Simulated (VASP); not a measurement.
# Sb (R-3m) in VASP: further runs, part 2 of 2

VASP 6.6.1. The steps go on from the part before.

### Step 3. Electric field gradients, r2SCAN

This run uses another cell than the first one, of 31.44 Å³/atom.

The input, POSCAR:

```
Sb
1.0
    2.1770673240      1.2569304056      3.8298803211
   -2.1770673240      1.2569304056      3.8298803211
    0.0000000000     -2.5138608111      3.8298803211
Sb
2
Direct
    0.2682562500      0.2682562500      0.2682562500
    0.7317437500      0.7317437500      0.7317437500
```

The input, INCAR.step1:

```
SYSTEM = Sb
  ALGO = Normal
  EDIFF = 1E-4
  ENCUT = 520
  GGA = PE
  ISMEAR = -1
  LASPH = .TRUE.
  LCHARG = .FALSE.
  LREAL = .FALSE.
  LWAVE = .TRUE.
  NBANDS = 12
  NELM = 100
  PREC = Accurate
  SIGMA = 0.05
```

The input, INCAR.step2:

```
SYSTEM = Sb
  ALGO = Normal
  EDIFF = 1E-8
  ENCUT = 520
  ISIF = 2
  ISMEAR = -1
  ISTART = 1
  LASPH = .TRUE.
  LCHARG = .FALSE.
  LEFG = .TRUE.
  LMIXTAU = .TRUE.
  LREAL = .FALSE.
  LWAVE = .FALSE.
  METAGGA = R2SCAN
  NBANDS = 12
  NELM = 100
  PREC = Accurate
  SIGMA = 0.05
```

The input, KPOINTS:

```
k-points
0
G
  11 11 11
  0 0 0
```

Potentials or basis: VASP PAW PBE potentials, release 64 (Sb).

The run is started by

```sh
cat potpaw_PBE.64/Sb/POTCAR > POTCAR
cp INCAR.step1 INCAR
mpirun -np 1 vasp_std > vasp.out
cp INCAR.step2 INCAR
mpirun -np 1 vasp_std > vasp.out
```

OUTCAR:

```text
SYSTEM = Sb
   EDIFF = 1E-8
   ENCUT = 520
   ISIF = 2
   ISMEAR = -1
   ISTART = 1
   LASPH = .TRUE.
   LREAL = .FALSE.
   METAGGA = R2SCAN
   NELM = 100
   PREC = Accurate

 ion  position               nearest neighbor table
   1  0.268  0.268  0.268-   2 2.93   2 2.93   2 2.93   2 3.43   2 3.43   2 3.43
   2  0.732  0.732  0.732-   1 2.93   1 2.93   1 2.93   1 3.43   1 3.43   1 3.43

  LATTYP: Found a trigonal (rhomboedric) cell.
 ALAT       =     4.5812093875
 COS(alpha) =     0.5483381276

  Lattice vectors:

 A1 = (   2.1770673240,   1.2569304056,   3.8298803211)
 A2 = (  -2.1770673240,   1.2569304056,   3.8298803211)
 A3 = (   0.0000000000,  -2.5138608111,   3.8298803211)

Analysis of symmetry for initial positions (statically):
=====================================================================
 Subroutine PRICEL returns:
 Original cell was already a primitive cell.

 Routine SETGRP: Setting up the symmetry group for a
 trigonal (rhombohedral) supercell.

 Subroutine GETGRP returns: Found 12 space group operations
 (whereof 12 operations were pure point group operations)
 out of a pool of 12 trial point group operations.

The static configuration has the point symmetry D_3d.

Analysis of symmetry for dynamics (positions and initial velocities):
=====================================================================
 Subroutine PRICEL returns:
 Original cell was already a primitive cell.

 Routine SETGRP: Setting up the symmetry group for a
 trigonal (rhombohedral) supercell.

 Subroutine GETGRP returns: Found 12 space group operations
 (whereof 12 operations were pure point group operations)
 out of a pool of 12 trial point group operations.
[... 506 lines left out ...]
      4       5.3888      2.00000
      5       5.4965      2.00000
      6       7.3388      0.00013
      7       7.6956      0.00000
      8      10.1336      0.00000
      9      11.4653      0.00000
     10      13.0730      0.00000
     11      15.0833      0.00000
     12      15.0896      0.00000

 [... further k-points ...]

------------------------ aborting loop because EDIFF is reached ----------------------------------------

  FORCE on cell =-STRESS in cart. coord.  units (eV):
  Direction    XX          YY          ZZ          XY          YZ          ZX
  --------------------------------------------------------------------------------------
  -------------------------------------------------------------------------------------
  Total       -0.0057109     -0.0057109      0.1245099      0.0000000      0.0000000      0.0000000
  in kB       -0.1455100     -0.1455100      3.1724517      0.0000000      0.0000000      0.0000000
  external PRESSURE =       0.9604773 kB  Pullay stress =       0.0000000 kB

 VOLUME and BASIS-vectors are now :
 -----------------------------------------------------------------------------
  energy-cutoff  :      520.00
  volume of cell :       62.88
      direct lattice vectors                 reciprocal lattice vectors
     2.177067324  1.256930406  3.829880321     0.229666761  0.132598166  0.087034922
    -2.177067324  1.256930406  3.829880321    -0.229666761  0.132598166  0.087034922
     0.000000000 -2.513860811  3.829880321     0.000000000 -0.265196332  0.087034922

 POSITION                                       TOTAL-FORCE (eV/Angst)
 -----------------------------------------------------------------------------------
      0.00000      0.00000      3.08217         0.000000     -0.000000     -0.059906
      0.00000      0.00000      8.40747         0.000000      0.000000      0.059906
 -----------------------------------------------------------------------------------
    total drift:                                0.000000      0.000000     -0.000000

  FREE ENERGIE OF THE ION-ELECTRON SYSTEM (eV)
  ---------------------------------------------------
  free  energy   TOTEN  =       -51.3947654656 eV

  energy  without entropy=      -51.3938362560  energy(sigma->0) =      -51.39430086

 Electric field gradients (V/A^2)
---------------------------------------------------------------------
 ion       V_xx      V_yy      V_zz      V_xy      V_xz      V_yz
---------------------------------------------------------------------
   1      32.955    32.955   -65.909     0.000    -0.000    -0.000
   2      32.955    32.955   -65.909     0.000     0.000    -0.000
---------------------------------------------------------------------

 Electric field gradients after diagonalization (V/A^2)
 (convention: |V_zz| > |V_xx| > |V_yy|)
----------------------------------------------------------------------
 ion       V_xx      V_yy      V_zz     asymmetry (V_yy - V_xx)/ V_zz
----------------------------------------------------------------------
   1      32.955    32.955   -65.909       0.000
   2      32.955    32.955   -65.909       0.000
----------------------------------------------------------------------

           NMR quadrupolar parameters

 Cq : quadrupolar parameter    Cq=e*Q*V_zz/h
 eta: asymmetry parameters     (V_yy - V_xx)/ V_zz
 Q  : nuclear electric quadrupole moment in mb (millibarn)
----------------------------------------------------------------------
 ion       Cq(MHz)       eta       Q (mb)
----------------------------------------------------------------------
   1      -0.159       0.000       1.000
   2      -0.159       0.000       1.000
----------------------------------------------------------------------
```

OSZICAR.step1:

```text
N       E                     dE             d eps       ncg     rms          rms(c)
DAV:   1     0.348711437785E+02    0.34871E+02   -0.35430E+03  3504   0.652E+02
DAV:   2    -0.628585394912E+01   -0.41157E+02   -0.39749E+02  4576   0.106E+02
DAV:   3    -0.825399524024E+01   -0.19681E+01   -0.19523E+01  4312   0.257E+01
DAV:   4    -0.827368119521E+01   -0.19686E-01   -0.19661E-01  4036   0.294E+00
DAV:   5    -0.827391508920E+01   -0.23389E-03   -0.23389E-03  4280   0.365E-01    0.290E+00
DAV:   6    -0.827217749043E+01    0.17376E-02   -0.30569E-03  4108   0.354E-01    0.175E+00
DAV:   7    -0.827143534808E+01    0.74214E-03   -0.71745E-03  4096   0.538E-01    0.792E-02
DAV:   8    -0.827154985674E+01   -0.11451E-03   -0.29012E-04  4280   0.101E-01    0.280E-02
DAV:   9    -0.827158430291E+01   -0.34446E-04   -0.49772E-05  2740   0.428E-02
   1 F= -.82715843E+01 E0= -.82711122E+01  d E =-.944191E-03
```

It took 5.9 min on 1 thread of AMD EPYC 9R14 (Zen 4), shared host; peak memory 0.24 GiB.

What came out:

```
Free energy                             : -51.3948 eV
Pressure                                : 0.1 GPa
Largest force                           : 0.060 eV/Å
Band gap on the k mesh                  : zero (bands 5 and 6 overlap by 0.17 eV)
Largest electric field gradient by atom : Sb -65.9 V/Å²
```

Forces in eV/Å, atoms in the order of the input:
```
Sb   0.000  0.000 -0.060
Sb   0.000  0.000  0.060
```

Levels at points of the mesh, in eV from the Fermi level:
| k point | band 2 | band 3 | band 4 | band 5 | band 6 | band 7 | band 8 | band 9 |
| --- | --- | --- | --- | --- | --- | --- | --- | --- |
| (0.00, 0.00, 0.00) | -5.11 | -2.26 | -2.06 | -2.06 | 1.85 | 2.57 | 2.57 | 5.42 |

Electric field gradients, principal values (V/Å²):
| atom | least | middle | greatest (by size) |
| --- | --- | --- | --- |
| 1 Sb | 32.955 | 32.955 | -65.909 |
| 2 Sb | 32.955 | 32.955 | -65.909 |

Caveat: without QUAD_EFG the Cq values of the log hold for a quadrupole moment of 1 mb, not for the nuclei; the PAW data sets were made with another functional, which shifts forces and pressure a little; spin-orbit coupling is left out, which moves the levels of the heavy elements.

### Step 4. Electric field gradients, r2SCAN

This run uses another cell than the first one, of 31.44 Å³/atom.

POSCAR is that of step 3.

The input, INCAR.step1:

```
  PREC = Accurate
  ENCUT = 520
  ISMEAR = -1
  SIGMA = 0.05
  LREAL = F
  LASPH = T
  NELM = 100
  NBANDS = 12
  GGA = PE
  ALGO = Normal
  EDIFF = 1E-4
  LWAVE = T
  LCHARG = F
```

The input, INCAR.step2:

```
  PREC = Accurate
  ENCUT = 520
  EDIFF = 1E-8
  ISMEAR = -1
  SIGMA = 0.05
  LREAL = F
  LASPH = T
  NELM = 100
  ALGO = Normal
  ISIF = 2
  LWAVE = F
  LCHARG = F
  METAGGA = R2SCAN
  LMIXTAU = T
  LEFG = T
  NBANDS = 12
  ISTART = 1
```

The input, KPOINTS:

```
Automatic mesh
0
Gamma
  11 11 11
```

Potentials or basis: VASP PAW PBE potentials, release 64 (Sb).

The run is started by

```sh
cat potpaw_PBE.64/Sb/POTCAR > POTCAR
cp INCAR.step1 INCAR
mpirun -np 1 vasp_std > vasp.out
cp INCAR.step2 INCAR
mpirun -np 1 vasp_std > vasp.out
```

OUTCAR:

```text
PREC = Accurate
   ENCUT = 520
   EDIFF = 1E-8
   ISMEAR = -1
   LREAL = F
   LASPH = T
   NELM = 100
   ISIF = 2
   METAGGA = R2SCAN
   ISTART = 1

 ion  position               nearest neighbor table
   1  0.268  0.268  0.268-   2 2.93   2 2.93   2 2.93   2 3.43   2 3.43   2 3.43
   2  0.732  0.732  0.732-   1 2.93   1 2.93   1 2.93   1 3.43   1 3.43   1 3.43

  LATTYP: Found a trigonal (rhomboedric) cell.
 ALAT       =     4.5812093875
 COS(alpha) =     0.5483381276

  Lattice vectors:

 A1 = (   2.1770673240,   1.2569304056,   3.8298803211)
 A2 = (  -2.1770673240,   1.2569304056,   3.8298803211)
[... 573 lines left out ...]
  free  energy   TOTEN  =       -51.3947654656 eV

  energy  without entropy=      -51.3938362560  energy(sigma->0) =      -51.39430086

 Electric field gradients (V/A^2)
---------------------------------------------------------------------
 ion       V_xx      V_yy      V_zz      V_xy      V_xz      V_yz
---------------------------------------------------------------------
   1      32.955    32.955   -65.909     0.000    -0.000    -0.000
   2      32.955    32.955   -65.909     0.000     0.000    -0.000
---------------------------------------------------------------------

 Electric field gradients after diagonalization (V/A^2)
 (convention: |V_zz| > |V_xx| > |V_yy|)
----------------------------------------------------------------------
 ion       V_xx      V_yy      V_zz     asymmetry (V_yy - V_xx)/ V_zz
----------------------------------------------------------------------
   1      32.955    32.955   -65.909       0.000
   2      32.955    32.955   -65.909       0.000
----------------------------------------------------------------------

           NMR quadrupolar parameters

 Cq : quadrupolar parameter    Cq=e*Q*V_zz/h
 eta: asymmetry parameters     (V_yy - V_xx)/ V_zz
 Q  : nuclear electric quadrupole moment in mb (millibarn)
----------------------------------------------------------------------
 ion       Cq(MHz)       eta       Q (mb)
----------------------------------------------------------------------
   1      -0.159       0.000       1.000
   2      -0.159       0.000       1.000
----------------------------------------------------------------------
```

OSZICAR.step1:

```text
N       E                     dE             d eps       ncg     rms          rms(c)
DAV:   1     0.348711437785E+02    0.34871E+02   -0.35430E+03  3504   0.652E+02
DAV:   2    -0.628585394912E+01   -0.41157E+02   -0.39749E+02  4576   0.106E+02
DAV:   3    -0.825399524024E+01   -0.19681E+01   -0.19523E+01  4312   0.257E+01
DAV:   4    -0.827368119521E+01   -0.19686E-01   -0.19661E-01  4036   0.294E+00
DAV:   5    -0.827391508920E+01   -0.23389E-03   -0.23389E-03  4280   0.365E-01    0.290E+00
DAV:   6    -0.827217749043E+01    0.17376E-02   -0.30569E-03  4108   0.354E-01    0.175E+00
DAV:   7    -0.827143534808E+01    0.74214E-03   -0.71745E-03  4096   0.538E-01    0.792E-02
DAV:   8    -0.827154985674E+01   -0.11451E-03   -0.29012E-04  4280   0.101E-01    0.280E-02
DAV:   9    -0.827158430291E+01   -0.34446E-04   -0.49772E-05  2740   0.428E-02
   1 F= -.82715843E+01 E0= -.82711122E+01  d E =-.944191E-03
```

Wall time 6.3 min (1 thread of AMD EPYC 9R14 (Zen 4), shared host); peak memory 0.24 GiB.

Results:

- Free energy: -51.3948 eV
- Pressure: 0.1 GPa
- Largest force: 0.060 eV/Å
- Band gap on the k mesh: zero (bands 5 and 6 overlap by 0.17 eV)
- Largest electric field gradient by atom: Sb -65.9 V/Å²

Forces in eV/Å, atoms in the order of the input:
```
Sb   0.000  0.000 -0.060
Sb   0.000  0.000  0.060
```

Stress tensor (GPa, compression positive):
```
-0.01  0.00  0.00
 0.00 -0.01  0.00
 0.00  0.00  0.32
```

Electric field gradients, principal values (V/Å²):
| atom | least | middle | greatest (by size) |
| --- | --- | --- | --- |
| 1 Sb | 32.955 | 32.955 | -65.909 |
| 2 Sb | 32.955 | 32.955 | -65.909 |

Caveat: without QUAD_EFG the Cq values of the log hold for a quadrupole moment of 1 mb, not for the nuclei; the PAW data sets were made with another functional, which shifts forces and pressure a little; spin-orbit coupling is left out, which moves the levels of the heavy elements.

### Step 5. Electric field gradients, r2SCAN (32.23 Å³/atom)

This run uses another cell than the first one, of 32.23 Å³/atom.

The input, POSCAR:

```
Sb
1.0
    2.1950604319      1.2673187312      3.8615336600
   -2.1950604319      1.2673187312      3.8615336600
    0.0000000000     -2.5346374625      3.8615336600
Sb
2
Direct
    0.2682562500      0.2682562500      0.2682562500
    0.7317437500      0.7317437500      0.7317437500
```

The input, INCAR.step1:

```
PREC = Accurate
ENCUT = 520
ISMEAR = -1
SIGMA = 0.05
LREAL = F
LASPH = T
NELM = 80
NBANDS = 12
GGA = PE
ALGO = Normal
EDIFF = 1E-4
LWAVE = T
LCHARG = F
```

The input, INCAR.step2:

```
PREC = Accurate
ENCUT = 520
EDIFF = 1E-8
ISMEAR = -1
SIGMA = 0.05
LREAL = F
LASPH = T
NELM = 80
ALGO = Normal
ISIF = 2
LWAVE = F
LCHARG = F
METAGGA = R2SCAN
LMIXTAU = T
LEFG = T
NBANDS = 12
ISTART = 1
```

The input, KPOINTS:

```
regular mesh
0
Gamma
  11 11 11
```

Potentials or basis: VASP PAW PBE potentials, release 64 (Sb).

The run is started by

```sh
cat potpaw_PBE.64/Sb/POTCAR > POTCAR
cp INCAR.step1 INCAR
mpirun -np 1 vasp_std > vasp.out
cp INCAR.step2 INCAR
mpirun -np 1 vasp_std > vasp.out
```

OUTCAR:

```text
PREC = Accurate
   ENCUT = 520
   EDIFF = 1E-8
   ISMEAR = -1
   LREAL = F
   LASPH = T
   NELM = 80
   ISIF = 2
   METAGGA = R2SCAN
   ISTART = 1

 ion  position               nearest neighbor table
   1  0.268  0.268  0.268-   2 2.95   2 2.95   2 2.95   2 3.46   2 3.46   2 3.46
   2  0.732  0.732  0.732-   1 2.95   1 2.95   1 2.95   1 3.46   1 3.46   1 3.46

  LATTYP: Found a trigonal (rhomboedric) cell.
 ALAT       =     4.6190723391
 COS(alpha) =     0.5483381276

  Lattice vectors:

 A1 = (   2.1950604319,   1.2673187312,   3.8615336600)
 A2 = (  -2.1950604319,   1.2673187312,   3.8615336600)
[... 572 lines left out ...]
  free  energy   TOTEN  =       -51.3892697322 eV

  energy  without entropy=      -51.3883661739  energy(sigma->0) =      -51.38881795

 Electric field gradients (V/A^2)
---------------------------------------------------------------------
 ion       V_xx      V_yy      V_zz      V_xy      V_xz      V_yz
---------------------------------------------------------------------
   1      33.050    33.050   -66.100     0.000    -0.000     0.000
   2      33.050    33.050   -66.100     0.000     0.000     0.000
---------------------------------------------------------------------

 Electric field gradients after diagonalization (V/A^2)
 (convention: |V_zz| > |V_xx| > |V_yy|)
----------------------------------------------------------------------
 ion       V_xx      V_yy      V_zz     asymmetry (V_yy - V_xx)/ V_zz
----------------------------------------------------------------------
   1      33.050    33.050   -66.100       0.000
   2      33.050    33.050   -66.100       0.000
----------------------------------------------------------------------

           NMR quadrupolar parameters

 Cq : quadrupolar parameter    Cq=e*Q*V_zz/h
 eta: asymmetry parameters     (V_yy - V_xx)/ V_zz
 Q  : nuclear electric quadrupole moment in mb (millibarn)
----------------------------------------------------------------------
 ion       Cq(MHz)       eta       Q (mb)
----------------------------------------------------------------------
   1      -0.160       0.000       1.000
   2      -0.160       0.000       1.000
----------------------------------------------------------------------
```

OSZICAR.step1:

```text
N       E                     dE             d eps       ncg     rms          rms(c)
DAV:   1     0.352198249623E+02    0.35220E+02   -0.35478E+03  3504   0.651E+02
DAV:   2    -0.628539015108E+01   -0.41505E+02   -0.40066E+02  4676   0.106E+02
DAV:   3    -0.825769828674E+01   -0.19723E+01   -0.19515E+01  4272   0.256E+01
DAV:   4    -0.827634869514E+01   -0.18650E-01   -0.18647E-01  4040   0.296E+00
DAV:   5    -0.827659178212E+01   -0.24309E-03   -0.24308E-03  4308   0.374E-01    0.278E+00
DAV:   6    -0.827574923423E+01    0.84255E-03   -0.28529E-03  4104   0.349E-01    0.168E+00
DAV:   7    -0.827537690599E+01    0.37233E-03   -0.67377E-03  4124   0.530E-01    0.843E-02
DAV:   8    -0.827549494509E+01   -0.11804E-03   -0.26632E-04  4260   0.962E-02    0.276E-02
DAV:   9    -0.827552957351E+01   -0.34628E-04   -0.49925E-05  2728   0.431E-02
   1 F= -.82755296E+01 E0= -.82750642E+01  d E =-.930688E-03
```

Run time: 6 min. Hardware: 1 thread of AMD EPYC 9R14 (Zen 4), shared host; peak memory 0.25 GiB.

What came out:

```
Free energy                             : -51.3893 eV
Pressure                                : -1.2 GPa
Largest force                           : 0.076 eV/Å
Band gap on the k mesh                  : zero (bands 5 and 6 overlap by 0.15 eV)
Largest electric field gradient by atom : Sb -66.1 V/Å²
```

Forces on the atoms (eV/Å):
```
Sb   0.000  0.000  0.076
Sb   0.000  0.000 -0.076
```

Electric field gradients, principal values (V/Å²):
```csv
atom,least,middle,greatest (by size)
1 Sb,33.050,33.050,-66.100
2 Sb,33.050,33.050,-66.100
```

Caveat: without QUAD_EFG the Cq values of the log hold for a quadrupole moment of 1 mb, not for the nuclei; the PAW data sets were made with another functional, which shifts forces and pressure a little; spin-orbit coupling is left out, which moves the levels of the heavy elements.

### Step 6. Overview

```csv
cell,gap on the mesh (eV),pressure (GPa),largest force (eV/Å)
"a = 4.543 Å, angles 56.7°, 2 atoms",none,1.6,0.21
"a = 4.581 Å, angles 56.7°, 2 atoms",none,0.1,0.06
"a = 4.619 Å, angles 56.7°, 2 atoms",none,-1.2,0.08
```

Alike in all rows: task electric field gradients; level r2SCAN; potentials or basis VASP PAW PBE potentials, release 64 (Sb); no spin polarisation; k mesh 11 × 11 × 11; cutoff (eV) 520; smearing fermi-dirac 0.05 eV.

Caveats: the PAW data sets were made with another functional, which shifts forces and pressure a little; spin-orbit coupling is left out, which moves the levels of the heavy elements.

Total energies depend on the potentials used, so only differences within one code and one set of settings carry meaning.
